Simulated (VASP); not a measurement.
# Y (Fm-3m) in VASP: further runs

Y is run at these levels: BLYP; tasks: single point, relaxation of cell and atoms.

Program: VASP 6.6.1. These are calculated values, not measurements. Logs are shortened: lines on timing, memory, paths and dates and some standing lists are left out, and cuts for length are marked.

## 1. The cell of the first run

The structure is cubic, space group Fm-3m (No. 225). Conventional cell: a = 5.183 Å, b = 5.183 Å, c = 5.183 Å, α = 90.00°, β = 90.00°, γ = 90.00°. Within 4.8 Å of Y (site symmetry m-3m) lie 12 Y at 3.66 Å.

## 2. Single point, BLYP (volume scaled by 1.04)

INCAR

```
SYSTEM = Y
PREC     = Accurate       ! precision mode
ENCUT    = 520            ! plane-wave cutoff, eV
EDIFF    = 1E-6           ! SCF threshold, eV
ISMEAR   = -1             ! smearing method
SIGMA    = 0.1            ! smearing width, eV
LREAL    = .FALSE.        ! projectors in reciprocal space
LASPH    = .TRUE.         ! aspherical terms in the spheres
NELM     = 60             ! most SCF steps
ALGO     = Normal         ! electronic algorithm
ISIF     = 2              ! what is computed and relaxed
LWAVE    = .FALSE.        ! write WAVECAR
LCHARG   = .TRUE.         ! write CHGCAR
GGA      = B5             ! functional
ALDAX    = 1.0          
AGGAX    = 1.0          
AGGAC    = 1.0          
ALDAC    = 0.0          
LELF     = .TRUE.         ! ELF
LVHAR    = .TRUE.       
NBANDS   = 12             ! bands
```

KPOINTS

```
regular mesh
0
G
  12 12 12
  0 0 0
```

POSCAR

```
Y
1.0
    0.0000000000      2.5914640661      2.5914640661
    2.5914640661      0.0000000000      2.5914640661
    2.5914640661      2.5914640661      0.0000000000
Y
1
Direct
    0.0000000000      0.0000000000      0.0000000000
```

Potentials or basis: VASP PAW PBE potentials, release 64 (Y_sv).

Started as:

```bash
$ cat potpaw_PBE.64/Y_sv/POTCAR > POTCAR
$ mpirun -np 1 vasp_std > vasp.out
```

OUTCAR:

```text
SYSTEM = Y
   PREC = Accurate
   ENCUT = 520
   EDIFF = 1E-6
   ISMEAR = -1
   LREAL = .FALSE.
   LASPH = .TRUE.
   NELM = 60
   ISIF = 2
   GGA = B5

 ion  position               nearest neighbor table
   1  0.000  0.000  0.000-

  LATTYP: Found a face centered cubic cell.
 ALAT       =     5.1829281322

  Lattice vectors:

 A1 = (   0.0000000000,   2.5914640661,   2.5914640661)
 A2 = (   2.5914640661,   0.0000000000,   2.5914640661)
 A3 = (   2.5914640661,   2.5914640661,   0.0000000000)

Analysis of symmetry for initial positions (statically):
=====================================================================
 Subroutine PRICEL returns:
 Original cell was already a primitive cell.

 Routine SETGRP: Setting up the symmetry group for a
 face centered cubic supercell.

 Subroutine GETGRP returns: Found 48 space group operations
 (whereof 48 operations were pure point group operations)
 out of a pool of 48 trial point group operations.

The static configuration has the point symmetry O_h .

Analysis of symmetry for dynamics (positions and initial velocities):
=====================================================================
 Subroutine PRICEL returns:
 Original cell was already a primitive cell.

 Routine SETGRP: Setting up the symmetry group for a
 face centered cubic supercell.

 Subroutine GETGRP returns: Found 48 space group operations
 (whereof 48 operations were pure point group operations)
 out of a pool of 48 trial point group operations.

The dynamic configuration has the point symmetry O_h .

 Subroutine INISYM returns: Found 48 space group operations
 (whereof 48 operations are pure point group operations),
 and found     1 'primitive' translations

----------------------------------------------------------------------------------------

                                     Primitive cell

  volume of cell :      34.8069

  direct lattice vectors                    reciprocal lattice vectors
     0.000000000  2.591464066  2.591464066    -0.192941128  0.192941128  0.192941128
     2.591464066  0.000000000  2.591464066     0.192941128 -0.192941128  0.192941128
     2.591464066  2.591464066  0.000000000     0.192941128  0.192941128 -0.192941128

  length of vectors
     3.664883629  3.664883629  3.664883629     0.334183837  0.334183837  0.334183837

  position of ions in fractional coordinates (direct lattice)
     0.000000000  0.000000000  0.000000000

  ion indices of the primitive-cell ions
   primitive index   ion index
                 1           1

----------------------------------------------------------------------------------------

 KPOINTS: regular mesh

Automatic generation of k-mesh.
 Grid dimensions read from file:
 generate k-points for:   12   12   12

 Generating k-lattice:

  Cartesian coordinates                     Fractional coordinates (reciprocal lattice)
    -0.016078427  0.016078427  0.016078427     0.083333333  0.000000000  0.000000000
     0.016078427 -0.016078427  0.016078427     0.000000000  0.083333333  0.000000000
     0.016078427  0.016078427 -0.016078427     0.000000000  0.000000000  0.083333333

  Length of vectors
     0.027848653  0.027848653  0.027848653

  Shift w.r.t. Gamma in fractional coordinates (k-lattice)
     0.000000000  0.000000000  0.000000000

 Subroutine IBZKPT returns following result:
 ===========================================

 Found     72 irreducible k-points:

 Following reciprocal coordinates:
            Coordinates               Weight
  0.000000  0.000000  0.000000      1.000000
  0.083333  0.000000  0.000000      8.000000
  0.166667  0.000000  0.000000      8.000000
  0.250000  0.000000  0.000000      8.000000
  0.333333  0.000000  0.000000      8.000000
  0.416667  0.000000  0.000000      8.000000
[... 16 lines left out ...]
  0.500000  0.166667  0.000000     24.000000
 -0.416667  0.166667  0.000000     24.000000
 [... further k-points ...]
   k-points           NKPTS =     72   k-points in BZ     NKDIM =     72   number of bands    NBANDS=     12
   number of dos      NEDOS =    301   number of ions     NIONS =      1
   total plane-waves  NPLWV =  21952
   dimension x,y,z NGX =    28 NGY =   28 NGZ =   28
   dimension x,y,z NGXF=    56 NGYF=   56 NGZF=   56
   ions per type =               1
   NGX,Y,Z   is equivalent  to a cutoff of  12.70, 12.70, 12.70 a.u.
   NGXF,Y,Z  is equivalent  to a cutoff of  25.40, 25.40, 25.40 a.u.
 SYSTEM =  Y
   PREC   = accura    normal or accurate (medium, high low for compatibility)
   ISTART =      0    job   : 0-new  1-cont  2-samecut
   ICHARG =      2    charge: 1-file 2-atom 10-const
   ISPIN  =      1    spin polarized calculation?
   LNONCOLLINEAR =      F non collinear calculations
   LSORBIT =      F    spin-orbit coupling
   LASPH  =      T    aspherical Exc in radial PAW
   ENCUT  =  520.0 eV  38.22 Ry    6.18 a.u.   6.81  6.81  6.81*2*pi/ulx,y,z
   NELM   =     60;   NELMIN=  2; NELMDL= -5     # of ELM steps
   EDIFF  = 0.1E-05   stopping-criterion for ELM
   LREAL  =      F    real-space projection
   EDIFFG = 0.1E-04   stopping-criterion for IOM
   NSW    =      0    number of steps for IOM
   IBRION =     -1    ionic relax: 0-MD 1-quasi-New 2-CG
   NFREE  =      0    steps in history (QN), initial steepest desc. (CG)
   ISIF   =      2    stress and relaxation
   ISYM   =      2    0-nonsym 1-usesym 2-fastsym
   POTIM  = 0.5000    time-step for ionic-motion
   TEBEG  =    0.0;   TEEND  =   0.0 temperature during run
   PSTRESS=    0.0 pullay stress
   NELECT =      11.0000    total number of electrons
   NUPDOWN=      -1.0000    fix difference up-down
   EMIN   =  10.00;   EMAX   =-10.00  energy-range for DOS
   EFERMI =   0.00;   METHOD = LEGACY
   ISMEAR =    -1;   SIGMA  =   0.10  broadening in eV -4-tet -1-fermi 0-gaus
   EFERMI_NEDOS =   21; number of points for ismear=-14 and -15
   IALGO  =     38    algorithm
   IMIX   =      4    mixing-type and parameters
     AMIX     =   0.40;   BMIX     =  1.00
     AMIX_MAG =   1.60;   BMIX_MAG =  1.00
  volume/ion in A,a.u.               =      34.81       234.89
  Fermi-wavevector in a.u.,A,eV,Ry     =   1.115109  2.107250 16.918401  1.243467
  Thomas-Fermi vector in A             =   2.251710
   LORBIT       =      0    0 simple, 1 ext, 2 COOP (PROOUT), +10 PAW based schemes
   GGA     = B5    functional components
   LHFCALC =     F    Hartree Fock is set to
   AEXX    =    0.0000 exact exchange contribution
   IVDW    =     0    specifies the selected vdW correction
   LEPSILON=     F    determine dielectric tensor
   LRPA    =     F    only Hartree local field effects (RPA)
 non-spin polarized calculation
  energy-cutoff  :      520.00
  volume of cell :       34.81
 maximum number of plane-waves:       960
   NGX = 13   NGY = 13   NGZ = 13

 number of electron      10.9999999 magnetization

 Free energy of the ion-electron system (eV)
  ---------------------------------------------------
  ext. energy  EPLUGINS =         0.00000000
  ---------------------------------------------------
  free energy    TOTEN  =        -5.45365323 eV

  energy without entropy =       -5.39441126  energy(sigma->0) =       -5.42403224

 E-fermi :   3.2635     XC(G=0):  -8.6920

 val. band max:        3.2233928831   @ k =  -0.3333   0.2500   0.0833
 cond. band min:       3.2641784321   @ k =   0.4167   0.2500   0.0833
 fundamental gap:      0.0407855490
 Fermi energy:         3.2635056474

 k-point     1 :       0.0000    0.0000    0.0000
  band No.  band energies     occupation
      1     -39.5721      2.00000
      2     -19.3989      2.00000
      3     -19.3989      2.00000
      4     -19.3989      2.00000
      5      -1.2901      2.00000
      6       4.8567      0.00000
      7       4.8567      0.00000
      8       4.8567      0.00000
      9       6.6523      0.00000
     10       6.6523      0.00000
     11      12.1059      0.00000
     12      15.2040      0.00000

 k-point     2 :       0.0833    0.0000    0.0000
  band No.  band energies     occupation
      1     -39.5689      2.00000
      2     -19.4304      2.00000
      3     -19.4030      2.00000
      4     -19.4030      2.00000
      5      -1.1290      2.00000
      6       4.6896      0.00000
      7       4.9304      0.00000
      8       4.9304      0.00000
      9       6.5787      0.00000
     10       6.5787      0.00000
     11      12.4597      0.00000
     12      14.4631      0.00000

 k-point     3 :       0.1667    0.0000    0.0000
  band No.  band energies     occupation
      1     -39.5600      2.00000
      2     -19.5154      2.00000
      3     -19.4141      2.00000
      4     -19.4141      2.00000
      5      -0.6715      2.00000
      6       4.3042      0.00006
      7       5.0782      0.00000
      8       5.0782      0.00000
      9       6.4813      0.00000
     10       6.4813      0.00000
     11      13.0231      0.00000
     12      13.6168      0.00000
[... 286 lines left out ...]
 k-point    23 :       0.5000    0.1667    0.0000
  band No.  band energies     occupation
      1     -39.5192      2.00000
      2     -19.8036      2.00000
      3     -19.5266      2.00000
      4     -19.4850      2.00000
      5       1.8204      2.00000
      6       3.3220      0.71540
      7       4.2742      0.00008
      8       5.2515      0.00000
      9       8.0036      0.00000
     10       8.1500      0.00000
     11       9.9838      0.00000
     12      13.1613      0.00000

 k-point    24 :      -0.4167    0.1667    0.0000
  band No.  band energies     occupation
      1     -39.5184      2.00000
      2     -19.8075      2.00000
      3     -19.5415      2.00000
      4     -19.4758      2.00000
      5       1.9026      2.00000
      6       3.3958      0.42082
      7       4.2498      0.00010
      8       5.1875      0.00000
      9       7.6154      0.00000
     10       8.5415      0.00000
     11       9.9596      0.00000
     12      13.1429      0.00000

 [... further k-points ...]
[... 5 lines left out ...]
  --------------------------------------------------------------------------------------
  -------------------------------------------------------------------------------------
  Total       -0.3129872     -0.3129872     -0.3129872      0.0000000      0.0000000     -0.0000000
  in kB      -14.4069358    -14.4069358    -14.4069358      0.0000000      0.0000000     -0.0000000
  external PRESSURE =     -14.4069358 kB  Pullay stress =       0.0000000 kB

 VOLUME and BASIS-vectors are now :
 -----------------------------------------------------------------------------
  energy-cutoff  :      520.00
  volume of cell :       34.81
      direct lattice vectors                 reciprocal lattice vectors
     0.000000000  2.591464066  2.591464066    -0.192941128  0.192941128  0.192941128
     2.591464066  0.000000000  2.591464066     0.192941128 -0.192941128  0.192941128
     2.591464066  2.591464066  0.000000000     0.192941128  0.192941128 -0.192941128

 POSITION                                       TOTAL-FORCE (eV/Angst)
 -----------------------------------------------------------------------------------
      0.00000      0.00000      0.00000        -0.000000     -0.000000     -0.000000
 -----------------------------------------------------------------------------------
    total drift:                               -0.000000     -0.000000     -0.000000

  FREE ENERGIE OF THE ION-ELECTRON SYSTEM (eV)
  ---------------------------------------------------
  free  energy   TOTEN  =        -5.4536532263 eV

  energy  without entropy=       -5.3944112599  energy(sigma->0) =       -5.42403224
```

Wall time 18 s (1 thread of Intel Xeon 6975P-C (Granite Rapids), shared host); peak memory 0.19 GiB.

What came out:

* Free energy: -5.4537 eV
* Pressure: -1.4 GPa

Caveat: the cell differs from its parent crystal (volume scaled by 1.04); the PAW data sets were made with another functional, which shifts forces and pressure a little.

## 3. Single point, BLYP (volume scaled by 1.08)

INCAR

```
PREC = Accurate ; ENCUT = 520
EDIFF = 1E-7 ; ISMEAR = -1
SIGMA = 0.1 ; LREAL = False
LASPH = True ; NELM = 80
ALGO = Normal ; ISIF = 2
LWAVE = False ; LCHARG = False
GGA = B5 ; ALDAX = 1.0
AGGAX = 1.0 ; AGGAC = 1.0
ALDAC = 0.0 ; NBANDS = 12
```

KPOINTS

```
Automatic mesh
0
Gamma
  12 12 12
```

POSCAR

```
Y
1.0
    0.0000000000      2.6242708914      2.6242708914
    2.6242708914      0.0000000000      2.6242708914
    2.6242708914      2.6242708914      0.0000000000
Y
1
Direct
    0.0000000000      0.0000000000      0.0000000000
```

Potentials or basis: VASP PAW PBE potentials, release 64 (Y_sv).

Started as:

```bash
$ cat potpaw_PBE.64/Y_sv/POTCAR > POTCAR
$ mpirun -np 1 vasp_std > vasp.out
```

It took 21 s on 1 thread of Intel Xeon 6975P-C (Granite Rapids), shared host; peak memory 0.19 GiB.

Results (log left out):

* Free energy: -5.4371 eV
* Pressure: -2.5 GPa

Levels at points of the mesh, in eV from the Fermi level:
```tsv
k point	band 2	band 3	band 4	band 5	band 6	band 7	band 8	band 9
(0.00, 0.00, 0.00)	-22.78	-22.78	-22.78	-4.49	1.55	1.55	1.55	3.26
(0.50, 0.00, 0.00)	-23.17	-22.83	-22.83	-1.85	0.51	1.42	1.42	4.49
(0.50, 0.50, 0.00)	-23.15	-22.92	-22.92	-1.51	-0.76	1.80	4.50	4.84
```

Caveat: the cell differs from its parent crystal (volume scaled by 1.08); the PAW data sets were made with another functional, which shifts forces and pressure a little.

## 4. Single point, BLYP (volume scaled by 1.12)

INCAR

```
PREC = Accurate
ENCUT = 520
EDIFF = 1E-7
ISMEAR = -1
SIGMA = 0.1
LREAL = False
LASPH = True
NELM = 60
ALGO = Normal
ISIF = 2
LWAVE = False
LCHARG = True
GGA = B5
ALDAX = 1.0
AGGAX = 1.0
AGGAC = 1.0
ALDAC = 0.0
LELF = True
LVHAR = True
NBANDS = 12
```

KPOINTS is that of step 3.

POSCAR

```
Y
1.0
    0.0000000000      2.6562773494      2.6562773494
    2.6562773494      0.0000000000      2.6562773494
    2.6562773494      2.6562773494      0.0000000000
Y
1
Direct
    0.0000000000      0.0000000000      0.0000000000
```

Started as:

```bash
$ cat potpaw_PBE.64/Y_sv/POTCAR > POTCAR
$ mpirun -np 1 vasp_std > vasp.out
```

Wall time 20 s (1 thread of Intel Xeon 6975P-C (Granite Rapids), shared host); peak memory 0.19 GiB.

Results (log left out):

| Item | Value |
| --- | --- |
| Free energy | -5.4119 eV |
| Pressure | -3.5 GPa |

Levels at points of the mesh, in eV from the Fermi level:
```
           k point  band 3  band 4  band 5  band 6  band 7  band 8
(0.00, 0.00, 0.00)  -22.88  -22.88   -4.43    1.50    1.50    1.50
(0.50, 0.00, 0.00)  -22.93  -22.93   -1.81    0.44    1.39    1.39
(0.50, 0.50, 0.00)  -23.01  -23.01   -1.44   -0.71    1.68    4.32
```

Caveat: the cell differs from its parent crystal (volume scaled by 1.12); the PAW data sets were made with another functional, which shifts forces and pressure a little.

## 5. Relaxation of cell and atoms, BLYP

This run uses another cell than the first one, of 33.01 Å³/atom, 0.948 times its volume.

INCAR

```
AGGAC = 1.0 ; AGGAX = 1.0
ALDAC = 0.0 ; ALDAX = 1.0
ALGO = Normal ; EDIFF = 1E-6
EDIFFG = -0.01 ; ENCUT = 600
GGA = B5 ; IBRION = 2
ISIF = 3 ; ISMEAR = -1
LASPH = True ; LCHARG = False
LREAL = False ; LWAVE = False
NELM = 100 ; NSW = 80
PREC = Accurate ; SIGMA = 0.1
```

KPOINTS

```
k-points
0
Gamma
  11 11 11
```

POSCAR

```
Y
1.0
    0.0000000000      2.5461215815      2.5461215815
    2.5461215815      0.0000000000      2.5461215815
    2.5461215815      2.5461215815      0.0000000000
Y
1
Direct
    0.0000000000      0.0000000000      0.0000000000
```

Started as:

```bash
$ cat potpaw_PBE.64/Y_sv/POTCAR > POTCAR
$ mpirun -np 1 vasp_std > vasp.out
```

Wall time 61 s (1 thread of Intel Xeon 6975P-C (Granite Rapids), shared host); peak memory 0.2 GiB.

The run converged. Its results:

* Free energy: -5.4602 eV
* Relaxed volume: 33.40 Å³/atom
* Relaxed cell: a = 3.615 Å, b = 3.615 Å, c = 3.615 Å, α = 60.00°, β = 60.00°, γ = 60.00°
* Space group after relaxing (to 0.05 Å): Fm-3m (No. 225)
* Energy gained by relaxing: 0.6 meV/atom
* Ionic steps: 5
* Pressure after relaxing: 0.0 GPa

The path:
| step | energy change (eV) | largest force (eV/Å) | pressure (GPa) | volume (Å³) |
| --- | --- | --- | --- | --- |
| 1 | 0.0000 | 0.0000 | 0.30 | 33.01 |
| 2 | -0.0005 | 0.0000 | 0.12 | 33.31 |
| 3 | -0.0006 | 0.0000 | 0.05 | 33.36 |
| 4 | -0.0006 | 0.0000 | -0.06 | 33.45 |
| 5 | -0.0006 | 0.0000 | 0.02 | 33.40 |

Final structure:
```
CELL_PARAMETERS angstrom
0.00000 2.55609 2.55609
2.55609 0.00000 2.55609
2.55609 2.55609 0.00000
ATOMIC_POSITIONS crystal
Y 0.00000 0.00000 0.00000
```

Levels at points of the mesh, in eV from the Fermi level:
| k point | band 2 | band 3 | band 4 | band 5 | band 6 | band 7 | band 8 | band 9 |
| --- | --- | --- | --- | --- | --- | --- | --- | --- |
| (0.00, 0.00, 0.00) | -22.54 | -22.54 | -22.54 | -4.61 | 1.64 | 1.64 | 1.64 | 3.54 |

Caveat: the PAW data sets were made with another functional, which shifts forces and pressure a little.

## 6. The runs side by side

```tsv
task	cell	k mesh	cutoff (eV)	gap on the mesh (eV)	pressure (GPa)
single point	a = 3.665 Å, angles 60.0°, 1 atom	12 × 12 × 12	520	none	-1.4
single point	a = 3.711 Å, angles 60.0°, 1 atom	12 × 12 × 12	520	none	-2.5
single point	a = 3.757 Å, angles 60.0°, 1 atom	12 × 12 × 12	520	none	-3.5
relaxation of cell and atoms	relaxed from a = 3.601 Å, angles 60.0°, 1 atom	11 × 11 × 11	600	none	0.0
```

Alike in all rows: level BLYP; potentials or basis VASP PAW PBE potentials, release 64 (Y_sv); no spin polarisation; smearing fermi-dirac 0.1 eV.

Caveats: the PAW data sets were made with another functional, which shifts forces and pressure a little.

Absolute energies hang on the potentials; compare differences alone.
